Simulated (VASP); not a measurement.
Input of a VASP 6.6.1 run:

Contents of INCAR:

```
SYSTEM = Si6Cl
PREC = Accurate ; ENCUT = 520
EDIFF = 1E-6 ; ISMEAR = 0
SIGMA = 0.05 ; LREAL = Auto
LASPH = .True. ; NELM = 60
ALGO = Normal ; ISIF = 2
LWAVE = .False. ; LCHARG = .False.
LDIPOL = .True. ; IDIPOL = 3
DIPOL = 0.5 0.5 0.502 ; GGA = PE
IVDW = 12 ; NBANDS = 82
```

File KPOINTS:

```
Automatic mesh
0
Gamma
  2 2 1
  0 0 0
```

The input POSCAR:

```
Si6Cl
1.0
    7.6671877233      0.0000000000      0.0000000000
    0.0000000000      7.6671877233      0.0000000000
    0.0000000000      0.0000000000     24.9539005398
Si Cl
24 4
Direct
    0.4065111020      0.2500000000      0.3978135596
    0.4065111020      0.7500000000      0.3978135596
    0.0934888980      0.2500000000      0.3978135596
    0.0934888980      0.7500000000      0.3978135596
    0.5000000000      0.5000000000      0.4521289203
    0.5000000000      0.0000000000      0.4521289203
    0.0000000000      0.5000000000      0.4521289203
    0.0000000000      0.0000000000      0.4521289203
    0.7496424452      0.5000000000      0.5018508388
    0.7496424452      0.0000000000      0.5018508388
    0.2506915601      0.5000000000      0.5105564598
    0.2506915601      0.0000000000      0.5105564598
    0.7581513321      0.7500000000      0.5547203969
    0.7581513321      0.2500000000      0.5547203969
    0.2469757435      0.7500000000      0.5660741181
    0.2469757435      0.2500000000      0.5660741181
   -0.0126015513      0.7500000000      0.6168841978
   -0.0126015513      0.2500000000      0.6168841978
    0.5114270692      0.7500000000      0.6149830544
    0.5114270692      0.2500000000      0.6149830544
    0.9367200614      0.0000000000      0.6704752146
    0.9367200614      0.5000000000      0.6704752146
    0.6485802253      0.0000000000      0.6461767311
    0.6485802253      0.5000000000      0.6461767311
    0.5029534493      0.2500000000      0.3206151863
    0.5029534493      0.7500000000      0.3206151863
   -0.0022999895      0.2500000000      0.3205364976
   -0.0022999895      0.7500000000      0.3205364976
```

Potentials or basis: VASP PAW PBE potentials, release 64 (Si, Cl).

The run is started by

```sh
$ cat potpaw_PBE.64/Si/POTCAR potpaw_PBE.64/Cl/POTCAR > POTCAR
$ mpirun -np 1 vasp_std > vasp.out
```

Problem. Predict the largest force.

Solution. 1.952 eV/Å.

Problem. Predict the dispersion energy per atom.

Solution. -0.237 eV.

Forces on the atoms (eV/Å):
```
Si   0.572  0.000  1.119
Si   0.572  0.000  1.119
Si  -0.567  0.000  1.104
Si  -0.567  0.000  1.104
Si  -1.580  0.000 -1.146
Si  -1.580  0.000 -1.146
Si   1.576  0.000 -1.152
Si   1.576  0.000 -1.152
Si  -0.010  0.000 -0.003
Si  -0.010  0.000 -0.003
Si  -0.008  0.000  0.001
Si  -0.008  0.000  0.001
Si   0.006  0.000  0.002
Si   0.006  0.000  0.002
Si   0.008  0.000  0.004
Si   0.008  0.000  0.004
Si   0.000  0.000  0.001
Si   0.000  0.000  0.001
Si   0.008  0.000 -0.017
Si   0.008  0.000 -0.017
Si  -0.003  0.000 -0.001
Si  -0.003  0.000 -0.001
Si  -0.001  0.000 -0.002
Si  -0.001  0.000 -0.002
Cl  -0.018  0.000  0.044
Cl  -0.018  0.000  0.044
Cl   0.017  0.000  0.045
Cl   0.017  0.000  0.045
```
